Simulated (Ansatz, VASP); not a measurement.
## Two plane-wave programs on Ir

File INCAR:

```
SYSTEM = Ir
ALGO = Normal
EDIFF = 1E-6
ENCUT = 560
GGA_COMPAT = .False.
ISIF = 2
ISMEAR = 0
LASPH = .True.
LCHARG = .False.
LREAL = .False.
LWAVE = .False.
NBANDS = 14
NELM = 120
PREC = Accurate
SIGMA = 0.15
```

KPOINTS

```
k-points
0
Gamma
  22 22 22
  0 0 0
```

The input POSCAR:

```
Ir
1.0
    0.0000000000      1.8709334088      1.8709334088
    1.8709334088      0.0000000000      1.8709334088
    1.8709334088      1.8709334088      0.0000000000
Ir
1
Direct
    0.0000000000      0.0000000000      0.0000000000
```

Input for Ansatz:

```yaml
crystal:
  lattice:
    - [0.0, 1.8709334088, 1.8709334088]
    - [1.8709334088, 0.0, 1.8709334088]
    - [1.8709334088, 1.8709334088, 0.0]
  atoms:
    - { symbol: Ir, position: [0.0, 0.0, 0.0] }
basis:
  ecutwfc: 420
kpoints:
  mp_grid: { grid: [22, 22, 22] }
hamiltonian:
  xc: lda
scf:
  occupations: { method: gaussian, width: 0.15 }
output:
  forces: true
  stress: true
  eigenvalues: true
```

Alike in both runs: task single point; functional LDA; k mesh 22 × 22 × 22; occupations gaussian, width 0.15 eV; no spin polarisation.

|  | VASP | Ansatz |
| --- | --- | --- |
| version | VASP 6.6.1 | Ansatz 0.2.0 |
| potentials or method | VASP PAW LDA potentials, release 64 (Ir_sv_GW), cutoff 560 eV | scalar-relativistic, plane waves, PAW |
| valence electrons in the cell | 17 | 17 |

|  | VASP | Ansatz | Ansatz less VASP |
| --- | --- | --- | --- |
| gap on the k mesh at the Fermi level (eV) | none | none | - |
| pressure (GPa) | 25.5 | 25.7 | +0.20 |

LDA's correlation is that of Perdew and Zunger in VASP and of Perdew and Wang (1992) in Ansatz. A gap of «none» marks a metal or a gap that the smearing closes.

Spin-orbit coupling is off throughout.
